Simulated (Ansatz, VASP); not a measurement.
## Se in VASP and in Ansatz

```
CELL_PARAMETERS angstrom
4.39512 0.00000 0.00000
-2.19756 3.80628 0.00000
0.00000 0.00000 4.98641
ATOMIC_POSITIONS crystal
Se 0.22540 0.00000 0.33333
Se 0.00000 0.22540 0.66667
Se 0.77460 0.77460 0.00000
```

Change from the starting cell: volume scaled by 1.02.

Alike in both runs: task single point; functional PBEsol; k mesh 6 × 6 × 5; occupations fermi-dirac, width 0.03 eV; no spin polarisation.

|  | VASP | Ansatz |
| --- | --- | --- |
| version | VASP 6.6.1 | Ansatz 0.2.0 |
| potentials or method | VASP PAW PBE potentials, release 64 (Se), cutoff 520 eV | all-electron LAPW, scalar-relativistic |

```csv
,VASP,Ansatz,Ansatz less VASP
gap on the k mesh at the Fermi level (eV),1.24,1.25,+0.007
pressure (GPa),-0.7,-0.9,-0.18
"traceless stress, the component that is largest in VASP (GPa)",0.58,0.51,-0.068
rms of the force components (eV/Å),0.073,0.046,-0.0266
```

VASP's potentials were made for PBE, not for PBEsol. Atom by atom the forces differ by 0.027 eV/Å (rms over components). Ansatz ran all-electron here, and VASP with PAW potentials.
